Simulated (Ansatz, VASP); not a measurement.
## Two plane-wave programs on Mo

```
Mo
1.0
     3.16073    0.00000    0.00000
     0.00000    3.16073    0.00000
     0.00000    0.00000   22.32150
Mo
5
Cartesian
  0.0000 0.0000 8.1490
  1.5804 1.5804 9.5494
  0.0000 0.0000 11.1607
  1.5804 1.5804 12.7721
  0.0000 0.0000 14.1725
```

Alike in both runs: functional PBE; k mesh 12 × 12 × 1; occupations fermi-dirac, width 0.08 eV; no spin polarisation.

Ansatz relaxed the structure, and its values are those at the end. VASP's run is a single point on that final structure, the one shown.

|  | VASP | Ansatz |
| --- | --- | --- |
| version | VASP 6.6.1 | Ansatz 0.2.0 |
| potentials or method | VASP PAW PBE potentials, release 64 (Mo_sv) | PAW with Ansatz's default frozen-core files, scalar-relativistic |
| plane-wave cutoff (eV) | 520 | 420 |
| valence electrons in the cell | 70 | 70 |

```csv
,VASP,Ansatz,Ansatz less VASP
rms of the force components (eV/Å),0.012,0.001,-0.0109
```

The functional is the same, so the differences come from potentials, cutoffs and numerics. Ansatz's warnings: stress scf threshold loose, xc potential rough in thin density.
